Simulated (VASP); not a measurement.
# Ru (P6_3/mmc) in VASP: further runs

The runs below take Ru through single point, with PBEsol, PBEsol+D4.

Everything below comes from runs of VASP 6.6.1. Logs are shortened: lines on timing, memory, paths and dates and some standing lists are left out, and cuts for length are marked.

## Step 1: The cell of the first run

Symmetry: P6_3/mmc, No. 194, hexagonal system. Conventional cell: a = 2.673 Å, b = 2.673 Å, c = 4.226 Å, α = 90.00°, β = 90.00°, γ = 120.00°. Within 3.5 Å of Ru (site symmetry -6m2) lie 12 Ru at 2.62 to 2.67 Å.

## Step 2: Single point, PBEsol (volume scaled by 0.98, then relaxed in part)

INCAR

```
ALGO = Normal ; EDIFF = 1E-7
ENCUT = 520 ; GGA = PS
ISIF = 2 ; ISMEAR = -1
LASPH = T ; LCHARG = F
LREAL = F ; LWAVE = F
NBANDS = 21 ; NELM = 60
PREC = Accurate ; SIGMA = 0.15
```

KPOINTS

```
k-points
0
Gamma
  18 18 10
```

POSCAR

```
Ru
1.0
    2.6728495163      0.0000000000      0.0000000000
   -1.3364247582      2.3147555816      0.0000000000
    0.0000000000      0.0000000000      4.2256655112
Ru
2
Direct
    0.3333333333      0.6666666667      0.2500000000
    0.6666666667      0.3333333333      0.7500000000
```

Potentials or basis: VASP PAW PBE potentials, release 64 (Ru_pv).

The run is started by

```bash
> cat potpaw_PBE.64/Ru_pv/POTCAR > POTCAR
> mpirun -np 1 vasp_std > vasp.out
```

OUTCAR:

```text
EDIFF = 1E-7
   ENCUT = 520
   GGA = PS
   ISIF = 2
   ISMEAR = -1
   LASPH = T
   LREAL = F
   NELM = 60
   PREC = Accurate

 ion  position               nearest neighbor table
   1  0.333  0.667  0.250-   2 2.62   2 2.62   2 2.62   2 2.62   2 2.62   2 2.62
   2  0.667  0.333  0.750-   1 2.62   1 2.62   1 2.62   1 2.62   1 2.62   1 2.62

  LATTYP: Found a hexagonal cell.
 ALAT       =     2.6728495163
 C/A-ratio  =     1.5809590048

  Lattice vectors:

 A1 = (   2.6728495163,   0.0000000000,   0.0000000000)
 A2 = (  -1.3364247582,   2.3147555816,   0.0000000000)
 A3 = (   0.0000000000,   0.0000000000,   4.2256655112)

Analysis of symmetry for initial positions (statically):
=====================================================================
 Subroutine PRICEL returns:
 Original cell was already a primitive cell.

 Routine SETGRP: Setting up the symmetry group for a
 hexagonal supercell.

 Subroutine GETGRP returns: Found 24 space group operations
 (whereof 12 operations were pure point group operations)
 out of a pool of 24 trial point group operations.

The static configuration has the point symmetry D_3d.
 The point group associated with its full space group is D_6h.

Analysis of symmetry for dynamics (positions and initial velocities):
=====================================================================
 Subroutine PRICEL returns:
 Original cell was already a primitive cell.

 Routine SETGRP: Setting up the symmetry group for a
 hexagonal supercell.

 Subroutine GETGRP returns: Found 24 space group operations
 (whereof 12 operations were pure point group operations)
 out of a pool of 24 trial point group operations.

The dynamic configuration has the point symmetry D_3d.
 The point group associated with its full space group is D_6h.

 Subroutine INISYM returns: Found 24 space group operations
 (whereof 12 operations are pure point group operations),
 and found     1 'primitive' translations

----------------------------------------------------------------------------------------

                                     Primitive cell

  volume of cell :      26.1442

  direct lattice vectors                    reciprocal lattice vectors
     2.672849516  0.000000000  0.000000000     0.374132548  0.216005527  0.000000000
    -1.336424758  2.314755582  0.000000000     0.000000000  0.432011055  0.000000000
     0.000000000  0.000000000  4.225665511     0.000000000  0.000000000  0.236649114

  length of vectors
     2.672849516  2.672849516  4.225665511     0.432011055  0.432011055  0.236649114

  position of ions in fractional coordinates (direct lattice)
     0.333333333  0.666666667  0.250000000
     0.666666667  0.333333333  0.750000000

  ion indices of the primitive-cell ions
   primitive index   ion index
                 1           1
                 2           2

----------------------------------------------------------------------------------------

 KPOINTS: k-points

Automatic generation of k-mesh.
 Grid dimensions read from file:
 generate k-points for:   18   18   10

 Generating k-lattice:

  Cartesian coordinates                     Fractional coordinates (reciprocal lattice)
     0.020785142  0.012000307  0.000000000     0.055555556  0.000000000  0.000000000
     0.000000000  0.024000614  0.000000000     0.000000000  0.055555556  0.000000000
     0.000000000  0.000000000  0.023664911     0.000000000  0.000000000  0.100000000

  Length of vectors
     0.024000614  0.024000614  0.023664911

  Shift w.r.t. Gamma in fractional coordinates (k-lattice)
     0.000000000  0.000000000  0.000000000

 Subroutine IBZKPT returns following result:
 ===========================================

 Found    222 irreducible k-points:

 Following reciprocal coordinates:
            Coordinates               Weight
  0.000000  0.000000  0.000000      1.000000
  0.055556  0.000000  0.000000      6.000000
  0.111111  0.000000  0.000000      6.000000
  0.166667  0.000000  0.000000      6.000000
  0.222222  0.000000  0.000000      6.000000
  0.277778  0.000000  0.000000      6.000000
[... 16 lines left out ...]
  0.333333  0.111111  0.000000     12.000000
  0.388889  0.111111  0.000000     12.000000
 [... further k-points ...]
   k-points           NKPTS =    222   k-points in BZ     NKDIM =    222   number of bands    NBANDS=     21
   number of dos      NEDOS =    301   number of ions     NIONS =      2
   total plane-waves  NPLWV =  12800
   dimension x,y,z NGX =    20 NGY =   20 NGZ =   32
   dimension x,y,z NGXF=    40 NGYF=   40 NGZF=   64
   ions per type =               2
   NGX,Y,Z   is equivalent  to a cutoff of  12.44, 12.44, 12.59 a.u.
   NGXF,Y,Z  is equivalent  to a cutoff of  24.88, 24.88, 25.18 a.u.
 SYSTEM =  unknown system
   PREC   = accura    normal or accurate (medium, high low for compatibility)
   ISTART =      0    job   : 0-new  1-cont  2-samecut
   ICHARG =      2    charge: 1-file 2-atom 10-const
   ISPIN  =      1    spin polarized calculation?
   LNONCOLLINEAR =      F non collinear calculations
   LSORBIT =      F    spin-orbit coupling
   LASPH  =      T    aspherical Exc in radial PAW
   ENCUT  =  520.0 eV  38.22 Ry    6.18 a.u.   4.97  4.97  7.86*2*pi/ulx,y,z
   NELM   =     60;   NELMIN=  2; NELMDL= -5     # of ELM steps
   EDIFF  = 0.1E-06   stopping-criterion for ELM
   LREAL  =      F    real-space projection
   EDIFFG = 0.1E-05   stopping-criterion for IOM
   NSW    =      0    number of steps for IOM
   IBRION =     -1    ionic relax: 0-MD 1-quasi-New 2-CG
   NFREE  =      0    steps in history (QN), initial steepest desc. (CG)
   ISIF   =      2    stress and relaxation
   ISYM   =      2    0-nonsym 1-usesym 2-fastsym
   POTIM  = 0.5000    time-step for ionic-motion
   TEBEG  =    0.0;   TEEND  =   0.0 temperature during run
   PSTRESS=    0.0 pullay stress
   NELECT =      28.0000    total number of electrons
   NUPDOWN=      -1.0000    fix difference up-down
   EMIN   =  10.00;   EMAX   =-10.00  energy-range for DOS
   EFERMI =   0.00;   METHOD = LEGACY
   ISMEAR =    -1;   SIGMA  =   0.15  broadening in eV -4-tet -1-fermi 0-gaus
   EFERMI_NEDOS =   21; number of points for ismear=-14 and -15
   IALGO  =     38    algorithm
   IMIX   =      4    mixing-type and parameters
     AMIX     =   0.40;   BMIX     =  1.00
     AMIX_MAG =   1.60;   BMIX_MAG =  1.00
  volume/ion in A,a.u.               =      13.07        88.21
  Fermi-wavevector in a.u.,A,eV,Ry     =   1.674953  3.165202 38.170697  2.805467
  Thomas-Fermi vector in A             =   2.759658
   LORBIT       =      0    0 simple, 1 ext, 2 COOP (PROOUT), +10 PAW based schemes
   GGA     = PS    functional components
   LHFCALC =     F    Hartree Fock is set to
   AEXX    =    0.0000 exact exchange contribution
   IVDW    =     0    specifies the selected vdW correction
   LEPSILON=     F    determine dielectric tensor
   LRPA    =     F    only Hartree local field effects (RPA)
 non-spin polarized calculation
  energy-cutoff  :      520.00
  volume of cell :       26.14
 maximum number of plane-waves:       732
 NGX is ok and might be reduce to    20
   NGX =  9   NGY =  9   NGZ = 15

 number of electron      27.9999991 magnetization

 Free energy of the ion-electron system (eV)
  ---------------------------------------------------
  ext. energy  EPLUGINS =         0.00000000
  ---------------------------------------------------
  free energy    TOTEN  =       -20.38919507 eV

  energy without entropy =      -20.27242608  energy(sigma->0) =      -20.33081057

 E-fermi :  13.4191     XC(G=0): -14.5161

 val. band max:       13.4057898676   @ k =   0.4444   0.1111   0.5000
 cond. band min:      13.4225111881   @ k =   0.2222   0.1111   0.1000
 fundamental gap:      0.0167213205
 Fermi energy:        13.4190908334

 k-point     1 :       0.0000    0.0000    0.0000
  band No.  band energies     occupation
      1     -30.3472      2.00000
      2     -29.2825      2.00000
      3     -29.2825      2.00000
      4     -29.0893      2.00000
      5     -29.0893      2.00000
      6     -29.0420      2.00000
[... 13 lines left out ...]
     20      23.6503      0.00000
     21      24.1932      0.00000

 k-point     2 :       0.0556    0.0000    0.0000
  band No.  band energies     occupation
      1     -30.3352      2.00000
      2     -29.3083      2.00000
      3     -29.2913      2.00000
      4     -29.1163      2.00000
      5     -29.0927      2.00000
      6     -29.0476      2.00000
[... 13 lines left out ...]
     20      23.6502      0.00000
     21      24.1762      0.00000

 k-point     3 :       0.1111    0.0000    0.0000
  band No.  band energies     occupation
      1     -30.2998      2.00000
      2     -29.3827      2.00000
      3     -29.3160      2.00000
      4     -29.1932      2.00000
      5     -29.1030      2.00000
      6     -29.0643      2.00000
[... 13 lines left out ...]
     20      23.6502      0.00000
     21      24.1195      0.00000

 k-point     4 :       0.1667    0.0000    0.0000
  band No.  band energies     occupation
      1     -30.2433      2.00000
      2     -29.4965      2.00000
      3     -29.3529      2.00000
      4     -29.3088      2.00000
      5     -29.1195      2.00000
      6     -29.0923      2.00000
[... 13 lines left out ...]
     20      23.6501      0.00000
     21      24.0186      0.00000

 k-point     5 :       0.2222    0.0000    0.0000
  band No.  band energies     occupation
      1     -30.1690      2.00000
      2     -29.6361      2.00000
      3     -29.4469      2.00000
      4     -29.3967      2.00000
      5     -29.1409      2.00000
      6     -29.1313      2.00000
[... 13 lines left out ...]
     20      23.6499      0.00000
     21      23.8904      0.00000
[... 382 lines left out ...]
     20      23.6496      0.00000
     21      23.8226      0.00000

 k-point    22 :       0.2778    0.1111    0.0000
  band No.  band energies     occupation
      1     -29.9617      2.00000
      2     -29.9081      2.00000
      3     -29.7545      2.00000
      4     -29.5002      2.00000
      5     -29.2561      2.00000
      6     -29.2457      2.00000
[... 13 lines left out ...]
     20      23.7187      0.00000
     21      23.7511      0.00000

 k-point    23 :       0.3333    0.1111    0.0000
  band No.  band energies     occupation
      1     -30.0138      2.00000
      2     -29.8722      2.00000
      3     -29.8257      2.00000
      4     -29.5537      2.00000
      5     -29.3183      2.00000
      6     -29.2697      2.00000
[... 13 lines left out ...]
     20      23.6494      0.00000
     21      24.5511      0.00000

 k-point    24 :       0.3889    0.1111    0.0000
  band No.  band energies     occupation
      1     -30.0825      2.00000
      2     -29.8720      2.00000
      3     -29.7996      2.00000
      4     -29.5881      2.00000
      5     -29.3729      2.00000
      6     -29.2853      2.00000
[... 13 lines left out ...]
     20      23.6480      0.00000
     21      24.8760      0.00000

 [... further k-points ...]

------------------------ aborting loop because EDIFF is reached ----------------------------------------

  FORCE on cell =-STRESS in cart. coord.  units (eV):
  Direction    XX          YY          ZZ          XY          YZ          ZX
  --------------------------------------------------------------------------------------
  -------------------------------------------------------------------------------------
  Total        1.1816382      1.1816382      1.1864706     -0.0000000      0.0000000     -0.0000000
  in kB       72.4136352     72.4136352     72.7097734     -0.0000000      0.0000000     -0.0000000
  external PRESSURE =      72.5123479 kB  Pullay stress =       0.0000000 kB

 VOLUME and BASIS-vectors are now :
 -----------------------------------------------------------------------------
  energy-cutoff  :      520.00
  volume of cell :       26.14
      direct lattice vectors                 reciprocal lattice vectors
     2.672849516  0.000000000  0.000000000     0.374132548  0.216005527  0.000000000
    -1.336424758  2.314755582  0.000000000     0.000000000  0.432011055  0.000000000
     0.000000000  0.000000000  4.225665511     0.000000000  0.000000000  0.236649114

 POSITION                                       TOTAL-FORCE (eV/Angst)
 -----------------------------------------------------------------------------------
     -0.00000      1.54317      1.05642        -0.000000      0.000000      0.000000
      1.33642      0.77159      3.16925         0.000000     -0.000000      0.000000
 -----------------------------------------------------------------------------------
    total drift:                               -0.000000      0.000000     -0.000000

  FREE ENERGIE OF THE ION-ELECTRON SYSTEM (eV)
  ---------------------------------------------------
  free  energy   TOTEN  =       -20.3891950682 eV

  energy  without entropy=      -20.2724260791  energy(sigma->0) =      -20.33081057
```

Wall time 34 s (1 thread of Intel Xeon 6975P-C (Granite Rapids), shared host); peak memory 0.21 GiB.

Results:

| Item | Value |
| --- | --- |
| Free energy | -20.3892 eV |
| Pressure | 7.3 GPa |
| Band gap on the k mesh | zero (band 14 reaches 14.98 eV, above the bottom of band 15 at 11.66 eV) |

Levels at points of the mesh, in eV from the Fermi level:
| k point | band 12 | band 13 | band 14 | band 15 | band 16 | band 17 |
| --- | --- | --- | --- | --- | --- | --- |
| (0.00, 0.00, 0.00) | -2.04 | -2.04 | -1.49 | -1.49 | 1.25 | 1.25 |
| (0.50, 0.00, 0.00) | -1.91 | -1.61 | 1.52 | 1.97 | 2.06 | 4.26 |
| (0.00, 0.00, 0.50) | -2.95 | -2.87 | -2.87 | 0.58 | 0.58 | 0.58 |
| (0.50, 0.00, 0.50) | -1.14 | 0.44 | 0.44 | 1.79 | 1.79 | 3.51 |

Caveat: the cell differs from its parent crystal (volume scaled by 0.98, then relaxed in part); the PAW data sets were made with another functional, which shifts forces and pressure a little.

## Step 3: Single point, PBEsol

This run uses another cell than the first one, of 13.23 Å³/atom, 1.012 times its volume.

INCAR

```
SYSTEM = Ru
PREC = Accurate ; ENCUT = 520
EDIFF = 1E-7 ; ISMEAR = -1
SIGMA = 0.15 ; LREAL = .False.
LASPH = .True. ; NELM = 100
ALGO = Normal ; ISIF = 2
LWAVE = .False. ; LCHARG = .True.
GGA = PS ; LELF = .True.
LVHAR = .True. ; NBANDS = 21
```

KPOINTS

```
regular mesh
0
Gamma
  18 18 10
  0 0 0
```

POSCAR

```
Ru
1.0
    2.6836840487      0.0000000000      0.0000000000
   -1.3418420243      2.3241385619      0.0000000000
    0.0000000000      0.0000000000      4.2406797170
Ru
2
Direct
    0.3333333333      0.6666666667      0.2500000000
    0.6666666667      0.3333333333      0.7500000000
```

Potentials or basis: VASP PAW PBE potentials, release 64 (Ru_pv).

The run is started by

```bash
> cat potpaw_PBE.64/Ru_pv/POTCAR > POTCAR
> mpirun -np 1 vasp_std > vasp.out
```

Wall time 34 s (1 thread of Intel Xeon 6975P-C (Granite Rapids), shared host); peak memory 0.21 GiB.

It converged, with:

* Free energy: -20.3992 eV
* Pressure: 2.9 GPa
* Band gap on the k mesh: zero (band 14 reaches 14.73 eV, above the bottom of band 15 at 11.47 eV)

Levels at points of the mesh, in eV from the Fermi level:
```tsv
k point	band 10	band 11	band 12	band 13	band 14	band 15	band 16	band 17	band 18	band 19
(0.00, 0.00, 0.00)	-2.73	-2.52	-2.01	-2.01	-1.47	-1.47	1.23	1.23	1.27	10.21
(0.50, 0.00, 0.00)	-3.17	-2.16	-1.89	-1.59	1.49	1.93	2.02	4.19	6.27	10.24
(0.00, 0.00, 0.50)	-2.90	-2.90	-2.90	-2.83	-2.83	0.57	0.57	0.57	0.57	10.24
(0.50, 0.00, 0.50)	-4.73	-1.12	-1.12	0.44	0.44	1.76	1.76	3.46	3.46	10.23
```

Caveat: the PAW data sets were made with another functional, which shifts forces and pressure a little.

## Step 4: Single point, PBEsol

This run uses another cell than the first one, of 13.32 Å³/atom, 1.019 times its volume.

INCAR

```
SYSTEM = Ru
  PREC = Accurate
  ENCUT = 520
  EDIFF = 1E-6
  ISMEAR = 0
  SIGMA = 0.1
  LREAL = .FALSE.
  LASPH = .TRUE.
  NELM = 80
  ALGO = Normal
  ISIF = 2
  LWAVE = .FALSE.
  LCHARG = .TRUE.
  GGA = PS
  LELF = .TRUE.
  LVHAR = .TRUE.
  NBANDS = 21
```

KPOINTS

```
regular mesh
0
G
  18 18 10
  0 0 0
```

POSCAR

```
Ru
1.0
    2.6895240002      0.0000000000      0.0000000000
   -1.3447620001      2.3291961083      0.0000000000
    0.0000000000      0.0000000000      4.2519209500
Ru
2
Direct
    0.3333333333      0.6666666667      0.2500000000
    0.6666666667      0.3333333333      0.7500000000
```

The run is started by

```bash
> cat potpaw_PBE.64/Ru_pv/POTCAR > POTCAR
> mpirun -np 1 vasp_std > vasp.out
```

Wall time 32 s (1 thread of Intel Xeon 6975P-C (Granite Rapids), shared host); peak memory 0.21 GiB.

Results (log left out):

```yaml
Free_energy: -20.3451 eV
Pressure: 0.0 GPa
Band_gap_on_the_k_mesh: zero (band 14 reaches 14.58 eV, above the bottom of band 15 at 11.36 eV)
```

Levels at points of the mesh, in eV from the Fermi level:
```csv
k point,band 11,band 12,band 13,band 14,band 15,band 16,band 17,band 18
"(0.00, 0.00, 0.00)",-2.48,-1.97,-1.97,-1.43,-1.43,1.24,1.24,1.27
"(0.50, 0.00, 0.00)",-2.13,-1.86,-1.56,1.49,1.93,2.01,4.17,6.24
"(0.00, 0.00, 0.50)",-2.85,-2.85,-2.79,-2.79,0.58,0.58,0.58,0.58
"(0.50, 0.00, 0.50)",-1.09,-1.09,0.45,0.45,1.76,1.76,3.45,3.45
```

Caveat: the PAW data sets were made with another functional, which shifts forces and pressure a little.

## Step 5: Single point, PBEsol

This run uses another cell than the first one, of 13.34 Å³/atom, 1.020 times its volume.

INCAR

```
PREC     = Accurate       # precision mode
ENCUT    = 520            # plane-wave cutoff, eV
EDIFF    = 1E-6           # SCF threshold, eV
ISMEAR   = -1             # smearing method
SIGMA    = 0.15           # smearing width, eV
LREAL    = F              # projectors in reciprocal space
LASPH    = T              # aspherical terms in the spheres
NELM     = 60             # most SCF steps
ALGO     = Fast           # electronic algorithm
ISIF     = 2              # what is computed and relaxed
LWAVE    = F              # write WAVECAR
LCHARG   = F              # write CHGCAR
GGA      = PS             # functional
NBANDS   = 21             # bands
```

KPOINTS

```
Automatic mesh
0
Gamma
  18 18 10
```

POSCAR

```
Ru
1.0
    2.6916927100      0.0000000000      0.0000000000
   -1.3458463550      2.3310742660      0.0000000000
    0.0000000000      0.0000000000      4.2517439378
Ru
2
Direct
    0.3333333333      0.6666666667      0.2500000000
    0.6666666667      0.3333333333      0.7500000000
```

The run is started by

```bash
> cat potpaw_PBE.64/Ru_pv/POTCAR > POTCAR
> mpirun -np 1 vasp_std > vasp.out
```

Run time: 38 s. Hardware: 1 thread of Intel Xeon 6975P-C (Granite Rapids), shared host; peak memory 0.21 GiB.

It converged, with:

- Free energy: -20.4014 eV
- Pressure: 0.0 GPa
- Band gap on the k mesh: zero (band 14 reaches 14.55 eV, above the bottom of band 15 at 11.34 eV)

Levels at points of the mesh, in eV from the Fermi level:
| k point | band 12 | band 13 | band 14 | band 15 | band 16 | band 17 |
| --- | --- | --- | --- | --- | --- | --- |
| (0.00, 0.00, 0.00) | -1.98 | -1.98 | -1.45 | -1.45 | 1.22 | 1.22 |
| (0.50, 0.00, 0.00) | -1.88 | -1.57 | 1.46 | 1.90 | 1.99 | 4.14 |
| (0.00, 0.00, 0.50) | -2.86 | -2.80 | -2.80 | 0.56 | 0.56 | 0.56 |
| (0.50, 0.00, 0.50) | -1.11 | 0.43 | 0.43 | 1.73 | 1.73 | 3.42 |

Caveat: the PAW data sets were made with another functional, which shifts forces and pressure a little.

[end of part 1 of 2]
